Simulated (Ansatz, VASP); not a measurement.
Mg3Cd2Te3 in VASP and in Ansatz

```xyz
8
Lattice="8.0430 0.0000 0.0000 -4.0215 6.9654 0.0000 0.0000 0.0000 4.0117" Properties=species:S:1:pos:R:3 pbc="T T T"
Mg    1.9404    5.7639    0.0000
Mg   -1.9404    5.7639    0.0000
Mg    0.0000    2.4031    0.0000
Cd    0.0000    0.0000    2.0058
Cd    4.0215    2.3218    0.0000
Te   -1.9899    3.4947    2.0058
Te    1.9899    3.4947    2.0058
Te    0.0000    6.9414    2.0058
```

Change from the starting cell: species swapped into the Mn3Fe3Ge2 type (P-6m2, No. 187).

Alike in both runs: functional PBE; k mesh 3 × 3 × 3; occupations gaussian, width 0.2 eV; no spin polarisation.

Ansatz relaxed the structure, and its values are those at the end. VASP's run is a single point on that final structure, the one shown.

|  | VASP | Ansatz |
| --- | --- | --- |
| version | VASP 6.6.1 | Ansatz 0.2.0 |
| potentials or method | VASP PAW PBE potentials, release 64 (Mg, Cd, Te), cutoff 520 eV | scalar-relativistic, plane waves, PAW |
| valence electrons in the cell | 48 | 118 |

VASP gave:

| Quantity | Value |
| --- | --- |
| pressure (GPa) | 0.3 |
| rms of the force components (eV/Å) | 0.019 |

What did Ansatz give for the same quantities?

Pressure (GPa): 0.3; rms of the force components (eV/Å): 0.016.

The functional is the same, so the differences come from potentials, cutoffs and numerics. VASP's potentials hold 48 valence electrons a cell and Ansatz's 118, so a difference there can come from the potentials and not from the codes.

The k mesh is coarse, so the values compare programs but aren't converged. Neither program's run includes spin-orbit coupling.
